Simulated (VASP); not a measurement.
Sm2Si: single point with PBE

Crystal: Sm2Si.

```
Sm Si
1.0
     9.59150    0.00000    0.00000
     0.00000    4.89801    0.00000
     0.00000    0.00000    3.72415
Sm Si
4 2
Direct
  0.50000 0.50000 0.00000
  0.00000 0.50000 0.00000
  0.75000 0.00000 0.86480
  0.25000 0.00000 0.13520
  0.75000 0.50000 0.44369
  0.25000 0.50000 0.55631
```

```
Program             : VASP 6.6.1
Task                : single point
Functional          : PBE
Potentials or basis : VASP PAW PBE potentials, release 64 (Sm_3, Si), 4f in core
Cutoff              : 500 eV
k mesh              : 4 × 8 × 10
Occupations         : gaussian, width 0.1 eV
Spin                : no spin polarisation
```

```
Pressure               : 0.3 GPa
Largest force          : 0.004 eV/Å
Band gap on the k mesh : zero (bands 26 and 27 overlap by 0.75 eV)
```

Forces on the atoms (eV/Å):
```
Sm   0.000  0.000  0.000
Sm   0.000  0.000  0.000
Sm   0.000  0.000  0.004
Sm   0.000  0.000 -0.004
Si   0.000  0.000  0.001
Si   0.000  0.000 -0.001
```

Levels at points of the mesh, in eV from the Fermi level:
```
           k point  band 24  band 25  band 26  band 27  band 28  band 29
(0.00, 0.00, 0.00)    -0.52    -0.45    -0.27    -0.24    -0.05     0.85
(0.50, 0.00, 0.00)    -0.79    -0.48    -0.48     0.27     0.27     0.34
(0.00, 0.50, 0.00)    -0.14     0.13     0.25     0.37     0.43     0.53
(0.50, 0.50, 0.00)    -0.51     0.08     0.08     0.47     0.47     0.56
(0.00, 0.00, 0.50)    -1.54    -0.93    -0.21     0.07     1.03     1.43
(0.50, 0.00, 0.50)    -1.96    -0.46    -0.46     0.29     0.29     1.80
(0.00, 0.50, 0.50)    -0.52    -0.47    -0.36    -0.10     0.58     0.63
(0.50, 0.50, 0.50)    -1.42    -0.04    -0.04     0.06     0.06     1.03
```

Run time: 7.9 min on 1 thread of Intel(R) Xeon(R) Platinum 8488C (Sapphire Rapids) (shared host), peak memory 0.52 GiB.

Caveat: spin-orbit coupling is left out, which moves the levels of the heavy elements; the 4f electrons are frozen in the core, so they carry no moment and show no levels. Spin polarisation is off, so any magnetic state and its effect on volume and gap are missing.
